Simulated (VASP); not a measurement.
Here is a VASP 6.6.1 calculation.

INCAR

```
SYSTEM = Re
PREC = Accurate
ENCUT = 600
EDIFF = 1E-7
ISMEAR = -1
SIGMA = 0.05
LREAL = .False.
LASPH = .True.
NELM = 80
ALGO = Normal
ISIF = 3
LWAVE = .False.
LCHARG = .False.
GGA = PS
IBRION = 2
NSW = 60
EDIFFG = -0.01
PSTRESS = 100.0
```

KPOINTS

```
regular mesh
0
Gamma
  11 11 3
  0 0 0
```

File POSCAR:

```
Re
1.0
    2.7663873939      0.0000000000      0.0000000000
   -1.3831936969      2.3957617598      0.0000000000
    0.0000000000      0.0000000000      8.9388451600
Re
4
Direct
    0.6666666667      0.3333333333      0.7500000000
    0.0000000000      0.0000000000      0.5000000000
    0.3333333333      0.6666666667      0.2500000000
    0.0000000000      0.0000000000      0.0000000000
```

Potentials or basis: VASP PAW PBE potentials, release 64 (Re).

The run is started by

```sh
$ cat potpaw_PBE.64/Re/POTCAR > POTCAR
$ mpirun -np 1 vasp_std > vasp.out
```

Task: Predict the space group after relaxing (to 0.1 Å).

Result: P6_3/mmc (No. 194).

Task: Predict the relaxed cell.

Result: a = 2.728 Å, b = 2.728 Å, c = 8.818 Å, α = 90.00°, β = 90.00°, γ = 120.00°.

Task: What does it give for the relaxed volume?

Result: 14.21 Å³/atom.

Stress tensor (GPa, compression positive):
```
 9.97  0.00  0.00
 0.00  9.97  0.00
 0.00  0.00 10.06
```

Caveat: the cell is relaxed towards a set pressure, so the run minimises the enthalpy, not the energy; the highest band is partly filled, so the run has too few bands; the PAW data sets were made with another functional, which shifts forces and pressure a little.
